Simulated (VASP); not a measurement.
A run of VASP 6.6.1 is set up as follows.

INCAR

```
SYSTEM = Te2Mo
PREC = Accurate ; ENCUT = 520
EDIFF = 1E-6 ; ISMEAR = -1
SIGMA = 0.02 ; LREAL = .False.
LASPH = .True. ; NELM = 60
ALGO = Normal ; ISIF = 2
LWAVE = .False. ; LCHARG = .False.
GGA = PE ; NBANDS = 20
```

Contents of KPOINTS:

```
regular mesh
0
Gamma
  8 8 8
  0 0 0
```

POSCAR

```
Te2Mo
1.0
    1.7734078862      1.0238775205      7.1041367205
   -1.7734078862      1.0238775205      7.1041367205
    0.0000000000     -2.0477550409      7.1041367205
Mo Te
1 2
Direct
   -0.0000368534     -0.0000368534     -0.0000368534
    0.4174226658      0.4174226658      0.4174226658
    0.2492808542      0.2492808542      0.2492808542
```

Potentials or basis: VASP PAW PBE potentials, release 64 (Mo_sv, Te).

The run is started by

```sh
$ cat potpaw_PBE.64/Mo_sv/POTCAR potpaw_PBE.64/Te/POTCAR > POTCAR
$ mpirun -np 1 vasp_std > vasp.out
```

(1) What does it give for the largest force?

(2) What does it give for the band gap on the k mesh?

(3) Estimate the pressure.

## Answers

(1) 0.212 eV/Å.

(2) 0.91 eV (least direct gap 1.28 eV).

(3) 1.9 GPa.

Caveat: spin-orbit coupling is left out, which moves the levels of the heavy elements.
